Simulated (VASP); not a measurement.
A run of VASP 6.6.1:

POSCAR

```
KI
1.0
    0.0000000000      3.9658942500      3.9658942500
    3.8024994069      0.0000000000      3.9658942500
    3.8024994069      3.9658942500      0.0000000000
K I
1 1
Direct
    0.0000000000      0.0000000000      0.0000000000
    0.2500000000      0.2500000000      0.2500000000
```

Contents of INCAR.step1:

```
SYSTEM = KI
ALGO     = Normal         ! electronic algorithm
EDIFF    = 1E-4           ! SCF threshold, eV
ENCUT    = 520            ! plane-wave cutoff, eV
GGA      = PE             ! functional
ISMEAR   = 0              ! smearing method
LASPH    = .TRUE.         ! aspherical terms in the spheres
LCHARG   = .FALSE.        ! write CHGCAR
LREAL    = .FALSE.        ! projectors in reciprocal space
LWAVE    = .TRUE.         ! write WAVECAR
NBANDS   = 15             ! bands
NELM     = 60             ! most SCF steps
PREC     = Accurate       ! precision mode
SIGMA    = 0.01           ! smearing width, eV
```

The input INCAR.step2:

```
SYSTEM = KI
ALGO     = Normal         ! electronic algorithm
EDIFF    = 1E-7           ! SCF threshold, eV
ENCUT    = 520            ! plane-wave cutoff, eV
ISIF     = 2              ! what is computed and relaxed
ISMEAR   = 0              ! smearing method
ISTART   = 1            
LASPH    = .TRUE.         ! aspherical terms in the spheres
LCHARG   = .TRUE.         ! write CHGCAR
LELF     = .TRUE.         ! ELF
LMIXTAU  = .TRUE.       
LREAL    = .FALSE.        ! projectors in reciprocal space
LVHAR    = .TRUE.       
LWAVE    = .FALSE.        ! write WAVECAR
METAGGA  = R2SCAN         ! meta-GGA
NBANDS   = 15             ! bands
NELM     = 60             ! most SCF steps
PREC     = Accurate       ! precision mode
SIGMA    = 0.01           ! smearing width, eV
```

KPOINTS

```
k-points
0
G
  6 6 6
  0 0 0
```

Potentials or basis: VASP PAW PBE potentials, release 64 (K_sv, I).

Command:

```sh
$ cat potpaw_PBE.64/K_sv/POTCAR potpaw_PBE.64/I/POTCAR > POTCAR
$ cp INCAR.step1 INCAR
$ mpirun -np 1 vasp_std > vasp.out
$ cp INCAR.step2 INCAR
$ mpirun -np 1 vasp_std > vasp.out
```

Hardware: 1 thread of Intel(R) Xeon(R) Platinum 8488C (Sapphire Rapids), on a shared host.

Q: Estimate the wall time of this run.

A: Run time: 3 min on 1 thread of Intel(R) Xeon(R) Platinum 8488C (Sapphire Rapids), with other jobs on the host, peak memory 0.3 GiB. Counts: k points 30.
